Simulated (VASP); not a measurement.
Input of a VASP 6.6.1 run:

INCAR

```
SYSTEM = RbBi2
  PREC = Accurate
  ENCUT = 600
  EDIFF = 1E-6
  ISMEAR = 0
  SIGMA = 0.1
  LREAL = .FALSE.
  LASPH = .TRUE.
  NELM = 60
  ALGO = Normal
  ISIF = 8
  LWAVE = .FALSE.
  LCHARG = .FALSE.
  GGA = CA
  IBRION = 2
  NSW = 80
  EDIFFG = -0.01
```

Contents of KPOINTS:

```
Automatic mesh
0
G
  4 4 4
  0 0 0
```

Contents of POSCAR:

```
RbBi2
1.0
    0.0000000000      4.8013940000      4.8013940000
    4.8013940000      0.0000000000      4.8013940000
    4.8013940000      4.8013940000      0.0000000000
Rb Bi
2 4
Direct
    0.5000000000      0.5000000000      0.5000000000
    0.7500000000      0.7500000000      0.7500000000
    0.6250000000      0.1250000000      0.1250000000
    0.1250000000      0.1250000000      0.1250000000
    0.1250000000      0.1250000000      0.6250000000
    0.1250000000      0.6250000000      0.1250000000
```

Potentials or basis: VASP PAW LDA potentials, release 64 (Rb_sv, Bi_d).

Command:

```console
$ cat potpaw_LDA.64/Rb_sv/POTCAR potpaw_LDA.64/Bi_d/POTCAR > POTCAR
$ mpirun -np 1 vasp_std > vasp.out
```

Problem. What does it give for the relaxed volume?

Solution. 35.00 Å³/atom.

Problem. What does it give for the space group after relaxing (to 0.1 Å)?

Solution. Fd-3m (No. 227).

Problem. What does it give for the relaxed cell?

Solution. a = 6.672 Å, b = 6.672 Å, c = 6.672 Å, α = 60.00°, β = 60.00°, γ = 60.00°.

Problem. What does it give for the band gap on the k mesh?

Solution. Zero (bands 39 and 40 overlap by 1.98 eV).

Final structure:
```
Rb Bi
1.0
     0.00000    4.71788    4.71788
     4.71788    0.00000    4.71788
     4.71788    4.71788    0.00000
Rb Bi
2 4
Direct
  0.50000 0.50000 0.50000
  0.75000 0.75000 0.75000
  0.62500 0.12500 0.12500
  0.12500 0.12500 0.12500
  0.12500 0.12500 0.62500
  0.12500 0.62500 0.12500
```

Caveat: spin-orbit coupling is left out, which moves the levels of the heavy elements.
